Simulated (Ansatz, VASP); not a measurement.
# Fe in VASP and in Ansatz

```
Fe
1.0
     2.27980    0.00000    0.00000
     0.00000    2.27980    0.00000
     0.00000    0.00000    2.27980
Fe
1
Direct
  0.00000 0.00000 0.00000
```

Alike in both runs: functional LDA; k mesh 13 × 13 × 13; occupations fermi-dirac, width 0.05 eV; collinear spin.

Ansatz relaxed the structure, and its values are those at the end. VASP's run is a single point on that final structure, the one shown.

```csv
,VASP,Ansatz
version,VASP 6.6.1,Ansatz 0.2.0
potentials or method,"VASP PAW LDA potentials, release 64 (Fe), cutoff 520 eV","plane waves (420 eV) with PAW, scalar-relativistic"
valence electrons in the cell,8,16
```

```csv
,VASP,Ansatz,Ansatz less VASP
pressure (GPa),-4.1,0.0,+4.12
net moment per atom (μB),1.86,2.07,+0.204
size of the moment on the site where the two differ most (μB),1.84,2.01,+0.174
```

The net moments are unlike, so the other rows may belong to different states. Ansatz warns that its potentials were made for another functional, while VASP's fit it. LDA's correlation is that of Perdew and Zunger in VASP and of Perdew and Wang (1992) in Ansatz. Site moments also hang on the region over which each program counts them. VASP's potentials hold 8 valence electrons a cell and Ansatz's 16, so a difference there can come from the potentials and not from the codes.
